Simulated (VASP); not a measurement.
# Ge2Sb2Te5 in VASP: settings compared, part 2 of 3

VASP 6.6.1. The steps go on from the part before.

## 3. Single point, PBE

Contents of INCAR:

```
PREC = Accurate
ENCUT = 500
EDIFF = 1E-6
ISMEAR = -1
SIGMA = 0.05
LREAL = False
LASPH = True
NELM = 120
ALGO = Normal
ISIF = 2
LWAVE = False
LCHARG = False
GGA = PE
NBANDS = 44
GGA_COMPAT = False
```

Contents of KPOINTS:

```
regular mesh
0
Gamma
  5 5 2
```

Contents of POSCAR:

```
Ge2Sb2Te5
1.0
    4.2940644248     -0.0429406442      0.0000000000
   -2.1842199012      3.7402391995      0.0000000000
    0.0000000000      0.0000000000     17.1013460000
Te Sb Ge
5 2 2
Direct
    0.6666666667      0.3333333333      0.4198920000
    0.3333333333      0.6666666667      0.5801080000
    0.3333333333      0.6666666667      0.2015420000
    0.6666666667      0.3333333333      0.7984580000
    0.0000000000      0.0000000000      0.0000000000
    0.0000000000      0.0000000000      0.3200680000
    0.0000000000      0.0000000000      0.6799320000
    0.6666666667      0.3333333333      0.1028950000
    0.3333333333      0.6666666667      0.8971050000
```

Potentials or basis: VASP PAW PBE potentials, release 64 (Te, Sb, Ge_d).

Started as:

```sh
cat potpaw_PBE.64/Te/POTCAR potpaw_PBE.64/Sb/POTCAR potpaw_PBE.64/Ge_d/POTCAR > POTCAR
mpirun -np 1 vasp_std > vasp.out
```

OUTCAR:

```text
PREC = Accurate
   ENCUT = 500
   EDIFF = 1E-6
   ISMEAR = -1
   LREAL = False
   LASPH = True
   NELM = 120
   ISIF = 2
   GGA = PE

 ion  position               nearest neighbor table
   1  0.667  0.333  0.420-   6 2.99   6 3.01   6 3.03   2 3.68
   2  0.333  0.667  0.580-   7 2.99   7 3.01   7 3.03   1 3.68
   3  0.333  0.667  0.202-   8 2.98   8 3.00   8 3.02   6 3.19   6 3.20   6 3.22
   4  0.667  0.333  0.798-   9 2.98   9 3.00   9 3.02   7 3.19   7 3.20   7 3.22
   5  0.000  0.000  0.000-   8 3.02   9 3.02   8 3.04   9 3.04   8 3.06   9 3.06
   6  0.000  0.000  0.320-   1 2.99   1 3.01   1 3.03   3 3.19   3 3.20   3 3.22
   7  0.000  0.000  0.680-   2 2.99   2 3.01   2 3.03   4 3.19   4 3.20   4 3.22
   8  0.667  0.333  0.103-   3 2.98   3 3.00   3 3.02   5 3.02   5 3.04   5 3.06
   9  0.333  0.667  0.897-   4 2.98   4 3.00   4 3.02   5 3.02   5 3.04   5 3.06

  LATTYP: Found a simple monoclinic cell.
 ALAT       =     4.2569308804
 B/A-ratio  =     4.0172947319
 C/A-ratio  =     1.0087735139
 COS(beta)  =    -0.4869160342

  Lattice vectors:

 A1 = (   2.1098445236,   3.6972985553,   0.0000000000)
 A2 = (   0.0000000000,   0.0000000000, -17.1013460000)
 A3 = (  -4.2940644248,   0.0429406442,   0.0000000000)

Analysis of symmetry for initial positions (statically):
=====================================================================
 Subroutine PRICEL returns:
 Original cell was already a primitive cell.

 Routine SETGRP: Setting up the symmetry group for a
 simple monoclinic supercell.

 Subroutine GETGRP returns: Found  2 space group operations
 (whereof  2 operations were pure point group operations)
 out of a pool of  4 trial point group operations.

The static configuration has the point symmetry S_2 .

Analysis of symmetry for dynamics (positions and initial velocities):
=====================================================================
 Subroutine PRICEL returns:
 Original cell was already a primitive cell.

 Routine SETGRP: Setting up the symmetry group for a
[... 145 lines left out ...]
   GGA     = PE    functional components
   LHFCALC =     F    Hartree Fock is set to
   AEXX    =    0.0000 exact exchange contribution
   IVDW    =     0    specifies the selected vdW correction
   LEPSILON=     F    determine dielectric tensor
   LRPA    =     F    only Hartree local field effects (RPA)
 non-spin polarized calculation
  energy-cutoff  :      500.00
  volume of cell :      273.06
 maximum number of plane-waves:      6974
   NGX = 15   NGY = 15   NGZ = 63

 number of electron      67.9999985 magnetization

 Free energy of the ion-electron system (eV)
  ---------------------------------------------------
  ext. energy  EPLUGINS =         0.00000000
  ---------------------------------------------------
  free energy    TOTEN  =       -33.97677168 eV

  energy without entropy =      -33.97429718  energy(sigma->0) =      -33.97553443

 E-fermi :   6.3151     XC(G=0):  -9.4269

 val. band max:        6.2355392903   @ k =   0.0000   0.0000   0.0000
 cond. band min:       6.4080339336   @ k =   0.0000   0.0000   0.0000
 fundamental gap:      0.1724946432
 Fermi energy:         6.3151245758

 k-point     1 :       0.0000    0.0000    0.0000
  band No.  band energies     occupation
      1     -18.7473      2.00000
      2     -18.7467      2.00000
      3     -18.7439      2.00000
      4     -18.7431      2.00000
      5     -18.7417      2.00000
      6     -18.7410      2.00000
[... 1117 lines left out ...]
     43      10.2036      0.00000
     44      10.2249      0.00000

 [... further k-points ...]

------------------------ aborting loop because EDIFF is reached ----------------------------------------

  FORCE on cell =-STRESS in cart. coord.  units (eV):
  Direction    XX          YY          ZZ          XY          YZ          ZX
  --------------------------------------------------------------------------------------
  -------------------------------------------------------------------------------------
  Total        0.4095479      0.3803767      0.5915858      1.2265469      0.0297201      0.7978302
  in kB        2.4030380      2.2318753      3.4711528      7.1968118      0.1743838      4.6812996
  external PRESSURE =       2.7020220 kB  Pullay stress =       0.0000000 kB

 VOLUME and BASIS-vectors are now :
 -----------------------------------------------------------------------------
  energy-cutoff  :      500.00
  volume of cell :      273.06
      direct lattice vectors                 reciprocal lattice vectors
     4.294064425 -0.042940644  0.000000000     0.234247554  0.136795575  0.000000000
    -2.184219901  3.740239199  0.000000000     0.002689331  0.268933091  0.000000000
     0.000000000  0.000000000 17.101346000     0.000000000  0.000000000  0.058474929

 POSITION                                       TOTAL-FORCE (eV/Angst)
 -----------------------------------------------------------------------------------
      2.13464      1.21812      7.18072         0.054566      0.003187     -0.098249
     -0.02479      2.47918      9.92063        -0.054566     -0.003187      0.098249
     -0.02479      2.47918      3.44664        -0.011634      0.000111     -0.079933
      2.13464      1.21812     13.65471         0.011634     -0.000111      0.079933
      0.00000      0.00000      0.00000        -0.000000      0.000000      0.000000
      0.00000      0.00000      5.47359        -0.013522     -0.001883     -0.044934
      0.00000      0.00000     11.62775         0.013522      0.001883      0.044934
      2.13464      1.21812      1.75964        -0.002534      0.000071     -0.045341
     -0.02479      2.47918     15.34170         0.002534     -0.000071      0.045341
 -----------------------------------------------------------------------------------
    total drift:                               -0.000000      0.000000     -0.000000

  FREE ENERGIE OF THE ION-ELECTRON SYSTEM (eV)
  ---------------------------------------------------
  free  energy   TOTEN  =       -33.9767716791 eV

  energy  without entropy=      -33.9742971798  energy(sigma->0) =      -33.97553443
```

OSZICAR:

```text
N       E                     dE             d eps       ncg     rms          rms(c)
DAV:   1     0.587006854389E+03    0.58701E+03   -0.26915E+04  2884   0.199E+03
DAV:   2     0.605616010866E+02   -0.52645E+03   -0.50592E+03  2500   0.570E+02
[... 14 lines left out ...]
DAV:  17    -0.339768349654E+02    0.16220E-04   -0.44316E-05  2340   0.222E-02    0.223E-01
DAV:  18    -0.339768420037E+02   -0.70383E-05   -0.57939E-06  2472   0.864E-03    0.221E-01
DAV:  19    -0.339768387178E+02    0.32858E-05   -0.48419E-07  1348   0.308E-03    0.217E-01
DAV:  20    -0.339767993664E+02    0.39351E-04   -0.20489E-05  2404   0.144E-02    0.155E-01
DAV:  21    -0.339767715233E+02    0.27843E-04   -0.52732E-05  2396   0.237E-02    0.490E-02
DAV:  22    -0.339767716791E+02   -0.15577E-06   -0.59001E-06  2312   0.875E-03
   1 F= -.33976772E+02 E0= -.33975534E+02  d E =-.247450E-02
```

stdout:

```text
POSCAR found type information on POSCAR TeSbGe
 POSCAR found :  3 types and       9 ions
 scaLAPACK will be used
 LDA part: xc-table for (Slater+PW92), standard interpolation
 POSCAR, INCAR and KPOINTS ok, starting setup
 FFT: planning ... GRIDC
 FFT: planning ... GRID_SOFT
 FFT: planning ... GRID
 WAVECAR not read
 entering main loop
```

It took 11 min on 1 thread of Intel Xeon 8259CL, shared host; peak memory 0.51 GiB.

Results:

```yaml
Free_energy: -33.9768 eV
Pressure: 0.3 GPa
Largest_force: 0.112 eV/Å
Band_gap_on_the_k_mesh: 0.17 eV
```

Forces on the atoms (eV/Å):
```
Te   0.055  0.003 -0.098
Te  -0.055 -0.003  0.098
Te  -0.012  0.000 -0.080
Te   0.012  0.000  0.080
Te   0.000  0.000  0.000
Sb  -0.014 -0.002 -0.045
Sb   0.014  0.002  0.045
Ge  -0.003  0.000 -0.045
Ge   0.003  0.000  0.045
```

Caveat: spin-orbit coupling is left out, which moves the levels of the heavy elements; an odd mesh through Γ misses points on the zone boundary, where band edges can lie.

## 4. Single point, PBEsol

This run uses another cell than the first one, of 29.11 Å³/atom.

Contents of INCAR:

```
PREC = Accurate ; ENCUT = 520
EDIFF = 1E-6 ; ISMEAR = -1
SIGMA = 0.05 ; LREAL = False
LASPH = True ; NELM = 80
ALGO = Normal ; ISIF = 2
LWAVE = False ; LCHARG = False
GGA = PS ; NBANDS = 44
```

KPOINTS is that of step 3.

Contents of POSCAR:

```
Ge2Sb2Te5
1.0
    4.2178415574      0.0000000000      0.0000000000
   -2.1089207787      3.6527579378      0.0000000000
    0.0000000000      0.0000000000     17.0042861507
Te Sb Ge
5 2 2
Direct
    0.6666666667      0.3333333333      0.4156195600
    0.3333333333      0.6666666667      0.5843804400
    0.3333333333      0.6666666667      0.1966841075
    0.6666666667      0.3333333333      0.8033158925
    0.0000000000      0.0000000000      0.0000000000
    0.0000000000      0.0000000000      0.3150781861
    0.0000000000      0.0000000000      0.6849218139
    0.6666666667      0.3333333333      0.1001584329
    0.3333333333      0.6666666667      0.8998415671
```

Potentials or basis: VASP PAW PBE potentials, release 64 (Te, Sb, Ge_d).

Started as:

```sh
cat potpaw_PBE.64/Te/POTCAR potpaw_PBE.64/Sb/POTCAR potpaw_PBE.64/Ge_d/POTCAR > POTCAR
mpirun -np 1 vasp_std > vasp.out
```

OUTCAR:

```text
PREC = Accurate
   ENCUT = 520
   EDIFF = 1E-6
   ISMEAR = -1
   LREAL = False
   LASPH = True
   NELM = 80
   ISIF = 2
   GGA = PS

 ion  position               nearest neighbor table
   1  0.667  0.333  0.416-   6 2.98   6 2.98   6 2.98
   2  0.333  0.667  0.584-   7 2.98   7 2.98   7 2.98
   3  0.333  0.667  0.197-   8 2.94   8 2.94   8 2.94   6 3.16   6 3.16   6 3.16
   4  0.667  0.333  0.803-   9 2.94   9 2.94   9 2.94   7 3.16   7 3.16   7 3.16
   5  0.000  0.000  0.000-   8 2.97   9 2.97   9 2.97   8 2.97   8 2.97   9 2.97
   6  0.000  0.000  0.315-   1 2.98   1 2.98   1 2.98   3 3.16   3 3.16   3 3.16
   7  0.000  0.000  0.685-   2 2.98   2 2.98   2 2.98   4 3.16   4 3.16   4 3.16
   8  0.667  0.333  0.100-   3 2.94   3 2.94   3 2.94   5 2.97   5 2.97   5 2.97
   9  0.333  0.667  0.900-   4 2.94   4 2.94   4 2.94   5 2.97   5 2.97   5 2.97

  LATTYP: Found a hexagonal cell.
 ALAT       =     4.2178415574
 C/A-ratio  =     4.0315137303

  Lattice vectors:

 A1 = (   4.2178415574,   0.0000000000,   0.0000000000)
 A2 = (  -2.1089207787,   3.6527579378,   0.0000000000)
 A3 = (   0.0000000000,   0.0000000000,  17.0042861507)

Analysis of symmetry for initial positions (statically):
=====================================================================
 Subroutine PRICEL returns:
 Original cell was already a primitive cell.

 Routine SETGRP: Setting up the symmetry group for a
 hexagonal supercell.

 Subroutine GETGRP returns: Found 12 space group operations
 (whereof 12 operations were pure point group operations)
 out of a pool of 24 trial point group operations.

The static configuration has the point symmetry D_3d.

Analysis of symmetry for dynamics (positions and initial velocities):
=====================================================================
 Subroutine PRICEL returns:
 Original cell was already a primitive cell.

 Routine SETGRP: Setting up the symmetry group for a
 hexagonal supercell.

 Subroutine GETGRP returns: Found 12 space group operations
 (whereof 12 operations were pure point group operations)
 out of a pool of 24 trial point group operations.

The dynamic configuration has the point symmetry D_3d.

 Subroutine INISYM returns: Found 12 space group operations
 (whereof 12 operations are pure point group operations),
 and found     1 'primitive' translations

----------------------------------------------------------------------------------------

                                     Primitive cell

  volume of cell :     261.9809

  direct lattice vectors                    reciprocal lattice vectors
     4.217841557  0.000000000  0.000000000     0.237088090  0.136882873  0.000000000
    -2.108920779  3.652757938  0.000000000     0.000000000  0.273765746  0.000000000
     0.000000000  0.000000000 17.004286151     0.000000000  0.000000000  0.058808702

  length of vectors
     4.217841557  4.217841557 17.004286151     0.273765746  0.273765746  0.058808702

  position of ions in fractional coordinates (direct lattice)
     0.666666667  0.333333333  0.415619560
     0.333333333  0.666666667  0.584380440
     0.333333333  0.666666667  0.196684107
     0.666666667  0.333333333  0.803315893
     0.000000000  0.000000000  0.000000000
[... 51 lines left out ...]
  0.200000  0.000000  0.500000      6.000000
  0.400000  0.000000  0.500000      6.000000
  0.200000  0.200000  0.500000      6.000000
  0.400000  0.200000  0.500000      6.000000
   k-points           NKPTS =     10   k-points in BZ     NKDIM =     10   number of bands    NBANDS=     44
   number of dos      NEDOS =    301   number of ions     NIONS =      9
   total plane-waves  NPLWV = 129024
   dimension x,y,z NGX =    32 NGY =   32 NGZ =  126
   dimension x,y,z NGXF=    64 NGYF=   64 NGZF=  252
   ions per type =               5   2   2
   NGX,Y,Z   is equivalent  to a cutoff of  12.61, 12.61, 12.32 a.u.
   NGXF,Y,Z  is equivalent  to a cutoff of  25.23, 25.23, 24.64 a.u.
 SYSTEM =  unknown system
   PREC   = accura    normal or accurate (medium, high low for compatibility)
   ISTART =      0    job   : 0-new  1-cont  2-samecut
   ICHARG =      2    charge: 1-file 2-atom 10-const
   ISPIN  =      1    spin polarized calculation?
   LNONCOLLINEAR =      F non collinear calculations
   LSORBIT =      F    spin-orbit coupling
   LASPH  =      T    aspherical Exc in radial PAW
   ENCUT  =  520.0 eV  38.22 Ry    6.18 a.u.   7.84  7.84 31.62*2*pi/ulx,y,z
   NELM   =     80;   NELMIN=  2; NELMDL= -5     # of ELM steps
   EDIFF  = 0.1E-05   stopping-criterion for ELM
   LREAL  =      F    real-space projection
   EDIFFG = 0.1E-04   stopping-criterion for IOM
   NSW    =      0    number of steps for IOM
   IBRION =     -1    ionic relax: 0-MD 1-quasi-New 2-CG
   NFREE  =      0    steps in history (QN), initial steepest desc. (CG)
   ISIF   =      2    stress and relaxation
   ISYM   =      2    0-nonsym 1-usesym 2-fastsym
   POTIM  = 0.5000    time-step for ionic-motion
   TEBEG  =    0.0;   TEEND  =   0.0 temperature during run
   PSTRESS=    0.0 pullay stress
   NELECT =      68.0000    total number of electrons
   NUPDOWN=      -1.0000    fix difference up-down
   EMIN   =  10.00;   EMAX   =-10.00  energy-range for DOS
   EFERMI =   0.00;   METHOD = LEGACY
   ISMEAR =    -1;   SIGMA  =   0.05  broadening in eV -4-tet -1-fermi 0-gaus
   EFERMI_NEDOS =   21; number of points for ismear=-14 and -15
   IALGO  =     38    algorithm
   IMIX   =      4    mixing-type and parameters
     AMIX     =   0.40;   BMIX     =  1.00
     AMIX_MAG =   1.60;   BMIX_MAG =  1.00
  volume/ion in A,a.u.               =      29.11       196.44
  Fermi-wavevector in a.u.,A,eV,Ry     =   1.044290  1.973423 14.837730  1.090542
  Thomas-Fermi vector in A             =   2.179037
   LORBIT       =      0    0 simple, 1 ext, 2 COOP (PROOUT), +10 PAW based schemes
   GGA     = PS    functional components
   LHFCALC =     F    Hartree Fock is set to
   AEXX    =    0.0000 exact exchange contribution
   IVDW    =     0    specifies the selected vdW correction
   LEPSILON=     F    determine dielectric tensor
   LRPA    =     F    only Hartree local field effects (RPA)
 non-spin polarized calculation
  energy-cutoff  :      520.00
  volume of cell :      261.98
 maximum number of plane-waves:      7112
 NGX is ok and might be reduce to    32
   NGX = 15   NGY = 15   NGZ = 63

 number of electron      67.9999990 magnetization

 Free energy of the ion-electron system (eV)
  ---------------------------------------------------
  ext. energy  EPLUGINS =         0.00000000
  ---------------------------------------------------
  free energy    TOTEN  =       -37.63413651 eV

  energy without entropy =      -37.63173517  energy(sigma->0) =      -37.63293584

 E-fermi :   6.7044     XC(G=0):  -9.7483

 val. band max:        6.6158664637   @ k =   0.0000   0.0000   0.0000
 cond. band min:       6.8477607582   @ k =   0.0000   0.0000   0.0000
 fundamental gap:      0.2318942946
 Fermi energy:         6.7044336094

 k-point     1 :       0.0000    0.0000    0.0000
  band No.  band energies     occupation
      1     -18.2759      2.00000
      2     -18.2759      2.00000
      3     -18.2748      2.00000
      4     -18.2748      2.00000
      5     -18.2679      2.00000
      6     -18.2679      2.00000
[... 459 lines left out ...]
     43      10.3026      0.00000
     44      10.4758      0.00000

------------------------ aborting loop because EDIFF is reached ----------------------------------------

  FORCE on cell =-STRESS in cart. coord.  units (eV):
  Direction    XX          YY          ZZ          XY          YZ          ZX
  --------------------------------------------------------------------------------------
  -------------------------------------------------------------------------------------
  Total        0.1162426      0.1162426      0.1761430     -0.0000000      0.0000000      0.0000000
  in kB        0.7108965      0.7108965      1.0772248     -0.0000000      0.0000000      0.0000000
  external PRESSURE =       0.8330059 kB  Pullay stress =       0.0000000 kB

 VOLUME and BASIS-vectors are now :
 -----------------------------------------------------------------------------
  energy-cutoff  :      520.00
  volume of cell :      261.98
      direct lattice vectors                 reciprocal lattice vectors
     4.217841557  0.000000000  0.000000000     0.237088090  0.136882873  0.000000000
    -2.108920779  3.652757938  0.000000000     0.000000000  0.273765746  0.000000000
     0.000000000  0.000000000 17.004286151     0.000000000  0.000000000  0.058808702

 POSITION                                       TOTAL-FORCE (eV/Angst)
 -----------------------------------------------------------------------------------
      2.10892      1.21759      7.06731         0.000000     -0.000000      0.028400
     -0.00000      2.43517      9.93697        -0.000000      0.000000     -0.028400
     -0.00000      2.43517      3.34447        -0.000000      0.000000      0.003818
      2.10892      1.21759     13.65981        -0.000000     -0.000000     -0.003818
      0.00000      0.00000      0.00000        -0.000000      0.000000      0.000000
      0.00000      0.00000      5.35768        -0.000000     -0.000000     -0.027314
      0.00000      0.00000     11.64661        -0.000000      0.000000      0.027314
      2.10892      1.21759      1.70312         0.000000      0.000000      0.003580
     -0.00000      2.43517     15.30116        -0.000000     -0.000000     -0.003580
 -----------------------------------------------------------------------------------
    total drift:                                0.000000      0.000000      0.000000

  FREE ENERGIE OF THE ION-ELECTRON SYSTEM (eV)
  ---------------------------------------------------
  free  energy   TOTEN  =       -37.6341365100 eV

  energy  without entropy=      -37.6317351732  energy(sigma->0) =      -37.63293584
```

Wall time 2.3 min (1 thread of Intel Xeon Platinum 8488C (Sapphire Rapids), shared host); peak memory 0.41 GiB.

What came out:

| Property | Result |
| --- | --- |
| Free energy | -37.6341 eV |
| Pressure | 0.1 GPa |
| Largest force | 0.028 eV/Å |
| Band gap on the k mesh | 0.23 eV |

Forces on the atoms (eV/Å):
```
Te   0.000  0.000  0.028
Te   0.000  0.000 -0.028
Te   0.000  0.000  0.004
Te   0.000  0.000 -0.004
Te   0.000  0.000  0.000
Sb   0.000  0.000 -0.027
Sb   0.000  0.000  0.027
Ge   0.000  0.000  0.004
Ge   0.000  0.000 -0.004
```

Levels at points of the mesh, in eV from the valence-band top:
```tsv
k point	band 30	band 31	band 32	band 33	band 34	band 35	band 36	band 37	band 38	band 39
(0.00, 0.00, 0.00)	-1.37	-1.37	-1.08	-0.81	0.00	0.23	0.23	0.29	0.89	0.89
(0.00, 0.00, 0.50)	-1.47	-1.47	-1.38	-0.66	-0.14	0.40	0.40	0.50	0.60	0.60
```

Caveat: the PAW data sets were made with another functional, which shifts forces and pressure a little; spin-orbit coupling is left out, which moves the levels of the heavy elements; an odd mesh through Γ misses points on the zone boundary, where band edges can lie; this functional lacks dispersion, which binds the layers, so the pressure and a relaxed spacing across them are unreliable.

(Continued in part 3 of 3.)
